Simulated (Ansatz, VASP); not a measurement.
# Two plane-wave programs on Ca

Contents of INCAR:

```
PREC     = Accurate       # precision mode
ENCUT    = 520            # plane-wave cutoff, eV
EDIFF    = 1E-7           # SCF threshold, eV
ISMEAR   = -1             # smearing method
SIGMA    = 0.1            # smearing width, eV
LREAL    = False          # projectors in reciprocal space
LASPH    = True           # aspherical terms in the spheres
NELM     = 60             # most SCF steps
ALGO     = Normal         # electronic algorithm
ISIF     = 2              # what is computed and relaxed
LWAVE    = False          # write WAVECAR
LCHARG   = False          # write CHGCAR
GGA      = B5             # functional
ALDAX    = 1.0          
AGGAX    = 1.0          
AGGAC    = 1.0          
ALDAC    = 0.0          
NBANDS   = 22             # bands
```

The input KPOINTS:

```
regular mesh
0
Gamma
  7 7 10
```

File POSCAR:

```
Ca
1.0
    6.4587322821      0.0000000000      0.0000000000
   -3.2293661411      5.5934262326      0.0000000000
    0.0000000000      0.0000000000      3.8679415979
Ca
3
Direct
    0.0000000000      1.0000000000      1.0000000000
    0.3333333333      0.6666666667      0.5000000000
    0.6666666667      0.3333333333      0.5000000000
```

Input for Ansatz:

```yaml
crystal:
  lattice:
    - [6.4587322821, 0.0, 0.0]
    - [-3.2293661411, 5.5934262326, 0.0]
    - [0.0, 0.0, 3.8679415979]
  atoms:
    - { symbol: Ca, position: [0.0, 1.0, 1.0] }
    - { symbol: Ca, position: [0.3333333333, 0.6666666667, 0.5] }
    - { symbol: Ca, position: [0.6666666667, 0.3333333333, 0.5] }
hamiltonian:
  xc: blyp
  pseudopotentials:
    kind: paw
    azcp:
      Ca: "pseudopotentials/Ca.paw.azcp"
basis:
  ecutwfc: 420
  fft_grid_basis: typed
kpoints:
  mp_grid: { grid: [7, 7, 10], shift: [0, 0, 0] }
magnetization:
  spin_polarized: false
scf:
  occupations: { method: fermi_dirac, width: 0.1 }
  lower_state_search: "off"
output:
  stress: true
```

Alike in both runs: task single point; functional BLYP; k mesh 7 × 7 × 10; occupations fermi-dirac, width 0.1 eV; no spin polarisation.

```csv
,VASP,Ansatz
version,VASP 6.6.1,Ansatz 0.2.0
potentials or method,"VASP PAW PBE potentials, release 64 (Ca_sv), cutoff 520 eV","plane waves (420 eV) with PAW, scalar-relativistic"
valence electrons in the cell,30,30
```

```csv
,VASP,Ansatz,Ansatz less VASP
pressure (GPa),-1.0,-1.0,-0.01
"traceless stress, the component that is largest in VASP (GPa)",0.08,0.08,+0.002
```

VASP's potentials were made for PBE, not for BLYP.
